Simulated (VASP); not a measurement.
A run of VASP 6.6.1:

POSCAR

```
Ga4As3N
1.0
   -2.6940485724      2.6940485724      5.3068335635
    2.6940485724     -2.6940485724      5.3068335635
    2.6940485724      2.6940485724     -5.3068335635
N Ga As
1 4 3
Direct
    0.0000000000      0.0000000000      0.0000000000
    0.6757337504      0.6757337504      0.5757609130
    0.9000271626      0.3242662496      0.0000000000
    0.0999728374      0.0999728374      0.4242390870
    0.3242662496      0.9000271626      0.0000000000
    0.2500000000      0.7500000000      0.5000000000
    0.5000000000      0.5000000000      0.0000000000
    0.7500000000      0.2500000000      0.5000000000
```

File INCAR.step1:

```
SYSTEM = Ga4As3N
  PREC = Accurate
  ENCUT = 520
  ISMEAR = 0
  SIGMA = 0.01
  LREAL = .FALSE.
  LASPH = .TRUE.
  NELM = 80
  NBANDS = 46
  GGA = PE
  ALGO = Normal
  EDIFF = 1E-4
  LWAVE = .TRUE.
  LCHARG = .FALSE.
```

INCAR.step2

```
SYSTEM = Ga4As3N
  PREC = Accurate
  ENCUT = 520
  EDIFF = 1E-6
  ISMEAR = 0
  SIGMA = 0.01
  LREAL = .FALSE.
  LASPH = .TRUE.
  NELM = 80
  ALGO = Normal
  ISIF = 2
  LWAVE = .FALSE.
  LCHARG = .FALSE.
  METAGGA = R2SCAN
  LMIXTAU = .TRUE.
  NBANDS = 46
  ISTART = 1
```

File KPOINTS:

```
regular mesh
0
G
  6 6 6
  0 0 0
```

Potentials or basis: VASP PAW PBE potentials, release 64 (N, Ga_d, As).

Command:

```console
$ cat potpaw_PBE.64/N/POTCAR potpaw_PBE.64/Ga_d/POTCAR potpaw_PBE.64/As/POTCAR > POTCAR
$ cp INCAR.step1 INCAR
$ mpirun -np 1 vasp_std > vasp.out
$ cp INCAR.step2 INCAR
$ mpirun -np 1 vasp_std > vasp.out
```

Hardware: 1 thread of Intel Xeon 6975P-C, with other jobs on the host.

Task: Estimate the wall time of this run.

Result: Wall time 23 min on 1 thread of Intel Xeon 6975P-C, with other jobs on the host, peak memory 0.49 GiB. Counts: k points 30.
